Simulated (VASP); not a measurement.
# MnO2 (P4_2/mnm) in VASP: a series of runs

The runs below take MnO2 through single point, with PBEsol+U.

Everything below comes from runs of VASP 6.6.1. Logs are shortened: lines on timing, memory, paths and dates and some standing lists are left out, and cuts for length are marked.

### 1 The cell of the first run

The structure is tetragonal, space group P4_2/mnm (No. 136). Conventional cell: a = 4.392 Å, b = 4.392 Å, c = 2.857 Å, α = 90.00°, β = 90.00°, γ = 90.00°. Within 2.5 Å of Mn (site symmetry mmm) lie 6 O at 1.87 to 1.89 Å. O (site symmetry m2m) has 3 Mn at 1.87 to 1.89 Å and 1 O at 2.42 Å within 2.5 Å.

### 2 Single point, PBEsol+U, collinear spin, ferromagnetic start

INCAR reads:

```
PREC     = Accurate       # precision mode
ENCUT    = 520            # plane-wave cutoff, eV
EDIFF    = 1E-6           # SCF threshold, eV
ISMEAR   = -1             # smearing method
SIGMA    = 0.05           # smearing width, eV
LREAL    = False          # projectors in reciprocal space
LASPH    = True           # aspherical terms in the spheres
NELM     = 150            # most SCF steps
ALGO     = Normal         # electronic algorithm
ISIF     = 2              # what is computed and relaxed
LWAVE    = False          # write WAVECAR
LCHARG   = True           # write CHGCAR
ISPIN    = 2              # spin polarisation
MAGMOM   = 4 4 0 0 0 0    # initial moments
LORBIT   = 11             # projections on sites
LMAXMIX  = 4              # l up to which the mixer works
LDAU     = True           # DFT+U
LDAUTYPE = 2            
LDAUL    = 2 -1           # shell
LDAUU    = 1 0            # U, eV
LDAUJ    = 0 0          
LDAUPRINT= 1            
GGA      = PS             # functional
LELF     = True           # ELF
LVHAR    = True         
NBANDS   = 38             # bands
```

KPOINTS reads:

```
regular mesh
0
Gamma
  6 6 9
```

POSCAR reads:

```
MnO2
1.0
    4.3916169248      0.0000000000      0.0000000000
    0.0000000000      4.3916169248      0.0000000000
    0.0000000000      0.0000000000      2.8571055816
Mn O
2 4
Direct
    0.5000000000      0.5000000000      0.5000000000
    0.0000000000      0.0000000000      0.0000000000
    0.8050665768      0.1949334232      0.5000000000
    0.6949334232      0.6949334232      0.0000000000
    0.1949334232      0.8050665768      0.5000000000
    0.3050665768      0.3050665768      0.0000000000
```

Potentials or basis: VASP PAW PBE potentials, release 64 (Mn_pv, O).

Started as:

```
$ cat potpaw_PBE.64/Mn_pv/POTCAR potpaw_PBE.64/O/POTCAR > POTCAR
$ mpirun -np 1 vasp_std > vasp.out
```

OUTCAR:

```text
PREC = Accurate
   ENCUT = 520
   EDIFF = 1E-6
   ISMEAR = -1
   LREAL = False
   LASPH = True
   NELM = 150
   ISIF = 2
   ISPIN = 2
   LORBIT = 11
   GGA = PS

 ion  position               nearest neighbor table
   1  0.500  0.500  0.500-   4 1.87   6 1.87   4 1.87   6 1.87   5 1.89   3 1.89
   2  0.000  0.000  0.000-   3 1.87   5 1.87   3 1.87   5 1.87   4 1.89   6 1.89
   3  0.805  0.195  0.500-   2 1.87   2 1.87   1 1.89
   4  0.695  0.695  0.000-   1 1.87   1 1.87   2 1.89
   5  0.195  0.805  0.500-   2 1.87   2 1.87   1 1.89
   6  0.305  0.305  0.000-   1 1.87   1 1.87   2 1.89

  LATTYP: Found a simple tetragonal cell.
 ALAT       =     4.3916169248
 C/A-ratio  =     0.6505816947

  Lattice vectors:

 A1 = (   4.3916169248,   0.0000000000,   0.0000000000)
 A2 = (   0.0000000000,   4.3916169248,   0.0000000000)
 A3 = (   0.0000000000,   0.0000000000,   2.8571055816)

Analysis of symmetry for initial positions (statically):
=====================================================================
 Subroutine PRICEL returns:
 Original cell was already a primitive cell.

 Routine SETGRP: Setting up the symmetry group for a
 simple tetragonal supercell.

 Subroutine GETGRP returns: Found 16 space group operations
 (whereof  8 operations were pure point group operations)
 out of a pool of 16 trial point group operations.

The static configuration has the point symmetry D_2h.
 The point group associated with its full space group is D_4h.

Analysis of symmetry for dynamics (positions and initial velocities):
=====================================================================
 Subroutine PRICEL returns:
 Original cell was already a primitive cell.

 Routine SETGRP: Setting up the symmetry group for a
 simple tetragonal supercell.

 Subroutine GETGRP returns: Found 16 space group operations
 (whereof  8 operations were pure point group operations)
 out of a pool of 16 trial point group operations.

The dynamic configuration has the point symmetry D_2h.
 The point group associated with its full space group is D_4h.

Analysis of structural, dynamic, and magnetic symmetry:
=====================================================================
 Subroutine PRICEL returns:
 Original cell was already a primitive cell.

 Routine SETGRP: Setting up the symmetry group for a
 simple tetragonal supercell.

 Subroutine GETGRP returns: Found 16 space group operations
 (whereof  8 operations were pure point group operations)
 out of a pool of 16 trial point group operations.

The overall configuration has the point symmetry D_2h.
 The point group associated with its full space group is D_4h.

 Subroutine INISYM returns: Found 16 space group operations
 (whereof  8 operations are pure point group operations),
 and found     1 'primitive' translations

----------------------------------------------------------------------------------------

                                     Primitive cell

  volume of cell :      55.1030

  direct lattice vectors                    reciprocal lattice vectors
     4.391616925  0.000000000  0.000000000     0.227706564  0.000000000  0.000000000
     0.000000000  4.391616925  0.000000000     0.000000000  0.227706564  0.000000000
     0.000000000  0.000000000  2.857105582     0.000000000  0.000000000  0.350004566

  length of vectors
     4.391616925  4.391616925  2.857105582     0.227706564  0.227706564  0.350004566

  position of ions in fractional coordinates (direct lattice)
     0.500000000  0.500000000  0.500000000
     0.000000000  0.000000000  0.000000000
     0.805066577  0.194933423  0.500000000
     0.694933423  0.694933423  0.000000000
     0.194933423  0.805066577  0.500000000
     0.305066577  0.305066577  0.000000000

  ion indices of the primitive-cell ions
[... 116 lines left out ...]
  volume of cell :       55.10
 maximum number of plane-waves:      1504
 NGX is ok and might be reduce to    36
   NGX = 17   NGY = 17   NGZ = 11

atom =   1  type =  1  l = 2

 onsite density matrix

spin component  1

  0.6071  0.0000 -0.1919  0.0000  0.0000
  0.0000  0.7152  0.0000 -0.2347  0.0000
 -0.1919  0.0000  0.8258  0.0000  0.0000
  0.0000 -0.2347  0.0000  0.7152  0.0000
  0.0000  0.0000  0.0000  0.0000  0.9644

spin component  2

  0.2639  0.0000  0.1049  0.0000 -0.0000
  0.0000  0.2596  0.0000  0.1057  0.0000
  0.1049  0.0000  0.1634  0.0000  0.0000
  0.0000  0.1057  0.0000  0.2596  0.0000
 -0.0000  0.0000  0.0000  0.0000  0.1633

 occupancies and eigenvectors

  o =  0.0974  v =  0.0000  0.0000  0.0000  0.0000  0.0000 -0.5330 -0.0000  0.8461  0.0000 -0.0000      0.0000  0.0000  0.0000  0.0000  0.0000  0.0000  0.0000  0.0000  0.0000  0.0000
  o =  0.1539  v =  0.0000  0.0000  0.0000  0.0000  0.0000  0.0000  0.7071  0.0000 -0.7071 -0.0000      0.0000  0.0000  0.0000  0.0000  0.0000  0.0000  0.0000  0.0000  0.0000  0.0000
  o =  0.1633  v =  0.0000  0.0000  0.0000  0.0000  0.0000 -0.0000  0.0000  0.0000  0.0000  1.0000      0.0000  0.0000  0.0000  0.0000  0.0000  0.0000  0.0000  0.0000  0.0000  0.0000
  o =  0.3299  v =  0.0000  0.0000  0.0000  0.0000  0.0000 -0.8461 -0.0000 -0.5330  0.0000 -0.0000      0.0000  0.0000  0.0000  0.0000  0.0000  0.0000  0.0000  0.0000  0.0000  0.0000
  o =  0.3653  v =  0.0000  0.0000  0.0000  0.0000  0.0000  0.0000 -0.7071  0.0000 -0.7071  0.0000      0.0000  0.0000  0.0000  0.0000  0.0000  0.0000  0.0000  0.0000  0.0000  0.0000
  o =  0.4804  v =  0.0000  0.7071  0.0000  0.7071  0.0000  0.0000  0.0000  0.0000  0.0000  0.0000      0.0000  0.0000  0.0000  0.0000  0.0000  0.0000  0.0000  0.0000  0.0000  0.0000
  o =  0.4955  v =  0.8646  0.0000  0.5024  0.0000 -0.0000  0.0000  0.0000  0.0000  0.0000  0.0000      0.0000  0.0000  0.0000  0.0000  0.0000  0.0000  0.0000  0.0000  0.0000  0.0000
  o =  0.9374  v = -0.5024  0.0000  0.8646  0.0000 -0.0000  0.0000  0.0000  0.0000  0.0000  0.0000      0.0000  0.0000  0.0000  0.0000  0.0000  0.0000  0.0000  0.0000  0.0000  0.0000
  o =  0.9499  v =  0.0000  0.7071  0.0000 -0.7071  0.0000  0.0000  0.0000  0.0000  0.0000  0.0000      0.0000  0.0000  0.0000  0.0000  0.0000  0.0000  0.0000  0.0000  0.0000  0.0000
  o =  0.9644  v =  0.0000  0.0000 -0.0000  0.0000 -1.0000  0.0000  0.0000  0.0000  0.0000  0.0000      0.0000  0.0000  0.0000  0.0000  0.0000  0.0000  0.0000  0.0000  0.0000  0.0000

atom =   2  type =  1  l = 2

 onsite density matrix

spin component  1

  0.6071  0.0000  0.1919  0.0000  0.0000
  0.0000  0.7152  0.0000  0.2347  0.0000
  0.1919  0.0000  0.8258  0.0000  0.0000
  0.0000  0.2347  0.0000  0.7152  0.0000
  0.0000  0.0000  0.0000  0.0000  0.9644

spin component  2

  0.2639  0.0000 -0.1049  0.0000 -0.0000
  0.0000  0.2596  0.0000 -0.1057  0.0000
 -0.1049  0.0000  0.1634  0.0000 -0.0000
  0.0000 -0.1057  0.0000  0.2596  0.0000
 -0.0000  0.0000 -0.0000  0.0000  0.1633

 occupancies and eigenvectors

  o =  0.0974  v =  0.0000  0.0000  0.0000  0.0000  0.0000 -0.5330 -0.0000 -0.8461  0.0000 -0.0000      0.0000  0.0000  0.0000  0.0000  0.0000  0.0000  0.0000  0.0000  0.0000  0.0000
  o =  0.1539  v =  0.0000  0.0000  0.0000  0.0000  0.0000  0.0000 -0.7071  0.0000 -0.7071  0.0000      0.0000  0.0000  0.0000  0.0000  0.0000  0.0000  0.0000  0.0000  0.0000  0.0000
  o =  0.1633  v =  0.0000  0.0000  0.0000  0.0000  0.0000 -0.0000  0.0000 -0.0000  0.0000  1.0000      0.0000  0.0000  0.0000  0.0000  0.0000  0.0000  0.0000  0.0000  0.0000  0.0000
  o =  0.3299  v =  0.0000  0.0000  0.0000  0.0000  0.0000 -0.8461 -0.0000  0.5330  0.0000 -0.0000      0.0000  0.0000  0.0000  0.0000  0.0000  0.0000  0.0000  0.0000  0.0000  0.0000
  o =  0.3653  v =  0.0000  0.0000  0.0000  0.0000  0.0000  0.0000  0.7071  0.0000 -0.7071 -0.0000      0.0000  0.0000  0.0000  0.0000  0.0000  0.0000  0.0000  0.0000  0.0000  0.0000
  o =  0.4804  v =  0.0000  0.7071  0.0000 -0.7071  0.0000  0.0000  0.0000  0.0000  0.0000  0.0000      0.0000  0.0000  0.0000  0.0000  0.0000  0.0000  0.0000  0.0000  0.0000  0.0000
  o =  0.4955  v =  0.8646 -0.0000 -0.5024  0.0000  0.0000  0.0000  0.0000  0.0000  0.0000  0.0000      0.0000  0.0000  0.0000  0.0000  0.0000  0.0000  0.0000  0.0000  0.0000  0.0000
  o =  0.9374  v =  0.5024  0.0000  0.8646  0.0000 -0.0000  0.0000  0.0000  0.0000  0.0000  0.0000      0.0000  0.0000  0.0000  0.0000  0.0000  0.0000  0.0000  0.0000  0.0000  0.0000
  o =  0.9499  v =  0.0000 -0.7071  0.0000 -0.7071 -0.0000  0.0000  0.0000  0.0000  0.0000  0.0000      0.0000  0.0000  0.0000  0.0000  0.0000  0.0000  0.0000  0.0000  0.0000  0.0000
  o =  0.9644  v =  0.0000 -0.0000  0.0000  0.0000  1.0000  0.0000  0.0000  0.0000  0.0000  0.0000      0.0000  0.0000  0.0000  0.0000  0.0000  0.0000  0.0000  0.0000  0.0000  0.0000

 number of electron      49.9999969 magnetization       5.9996688

 Free energy of the ion-electron system (eV)
  ---------------------------------------------------
  ext. energy  EPLUGINS =         0.00000000
  ---------------------------------------------------
  free energy    TOTEN  =       -48.86636397 eV

  energy without entropy =      -48.86428845  energy(sigma->0) =      -48.86532621

 E-fermi :   5.3580     XC(G=0): -12.3590

 val. band max:        5.2536041421   @ k =   0.5000   0.5000   0.0000
 cond. band min:       5.3882923762   @ k =   0.0000   0.0000   0.1111
 fundamental gap:      0.1346882342
 Fermi energy:         5.3579504589

 spin component 1

 k-point     1 :       0.0000    0.0000    0.0000
  band No.  band energies     occupation
      1     -45.3195      1.00000
      2     -45.3115      1.00000
      3     -45.2592      1.00000
      4     -45.2592      1.00000
      5     -45.1740      1.00000
      6     -45.1740      1.00000
[... 1913 lines left out ...]
     36      19.7473      0.00000
     37      21.2743      0.00000

 [... further k-points ...]

 [bands above 37 left out]

------------------------ aborting loop because EDIFF is reached ----------------------------------------

  FORCE on cell =-STRESS in cart. coord.  units (eV):
  Direction    XX          YY          ZZ          XY          YZ          ZX
  --------------------------------------------------------------------------------------
  -------------------------------------------------------------------------------------
  Total        0.3168421      0.3168421      0.4066566      0.0000000      0.0000000      0.0000000
  in kB        9.2125165      9.2125165     11.8239668      0.0000000      0.0000000      0.0000000
  external PRESSURE =      10.0829999 kB  Pullay stress =       0.0000000 kB

 VOLUME and BASIS-vectors are now :
 -----------------------------------------------------------------------------
  energy-cutoff  :      520.00
  volume of cell :       55.10
      direct lattice vectors                 reciprocal lattice vectors
     4.391616925  0.000000000  0.000000000     0.227706564  0.000000000  0.000000000
     0.000000000  4.391616925  0.000000000     0.000000000  0.227706564  0.000000000
     0.000000000  0.000000000  2.857105582     0.000000000  0.000000000  0.350004566

 POSITION                                       TOTAL-FORCE (eV/Angst)
 -----------------------------------------------------------------------------------
      2.19581      2.19581      1.42855         0.000000      0.000000      0.000000
      0.00000      0.00000      0.00000         0.000000      0.000000      0.000000
      3.53554      0.85607      1.42855        -0.021833      0.021833      0.000000
      3.05188      3.05188      0.00000         0.021833      0.021833      0.000000
      0.85607      3.53554      1.42855         0.021833     -0.021833      0.000000
      1.33974      1.33974      0.00000        -0.021833     -0.021833      0.000000
 -----------------------------------------------------------------------------------
    total drift:                                0.000000      0.000000      0.000000

  FREE ENERGIE OF THE ION-ELECTRON SYSTEM (eV)
  ---------------------------------------------------
  free  energy   TOTEN  =       -48.8663639736 eV

  energy  without entropy=      -48.8642884468  energy(sigma->0) =      -48.86532621

 total charge

# of ion       s       p       d       tot
------------------------------------------
    1        0.364   6.489   4.902  11.755
    2        0.364   6.489   4.902  11.755
    3        1.563   3.456   0.000   5.019
    4        1.563   3.456   0.000   5.019
    5        1.563   3.456   0.000   5.019
    6        1.563   3.456   0.000   5.019
--------------------------------------------------
tot          6.981  26.803   9.804  43.588

 magnetization (x)

# of ion       s       p       d       tot
------------------------------------------
    1        0.017   0.029   2.717   2.763
    2        0.017   0.029   2.717   2.763
    3       -0.000   0.067   0.000   0.067
    4       -0.000   0.067   0.000   0.067
    5       -0.000   0.067   0.000   0.067
    6       -0.000   0.067   0.000   0.067
--------------------------------------------------
tot          0.033   0.328   5.433   5.794
```

It took 1.9 min on 1 thread of Intel Xeon Platinum 8559C (Emerald Rapids), shared host; peak memory 0.28 GiB.

Results:

```yaml
Free_energy: -48.8664 eV
Pressure: 1.0 GPa
Largest_force: 0.031 eV/Å
Band_gap_on_the_k_mesh: zero (filled and empty bands overlap)
Net_moment: 6.00 μB per cell
Site_moments: Mn +2.76; O +0.07 μB
Valence_electrons_inside_the_program's_atomic_spheres: Mn 11.76; O 5.02
```

Forces on the atoms (eV/Å):
```
Mn   0.000  0.000  0.000
Mn   0.000  0.000  0.000
O   -0.022  0.022  0.000
O    0.022  0.022  0.000
O    0.022 -0.022  0.000
O   -0.022 -0.022  0.000
```

Eigenvalues of the final occupation matrices:
| site | spin | trace | eigenvalues |
| --- | --- | --- | --- |
| site 1 d | 1 | 3.83 | 0.48 0.50 0.94 0.95 0.96 |
| site 1 d | 2 | 1.11 | 0.10 0.15 0.16 0.33 0.37 |
| site 2 d | 1 | 3.83 | 0.48 0.50 0.94 0.95 0.96 |
| site 2 d | 2 | 1.11 | 0.10 0.15 0.16 0.33 0.37 |

Caveat: the PAW data sets were made with another functional, which shifts forces and pressure a little; only a ferromagnetic start was run, and an antiferromagnetic order may lie lower in energy. The state reached can hang on the start; a lower one may exist.

(Part 1 of 2 ends here.)
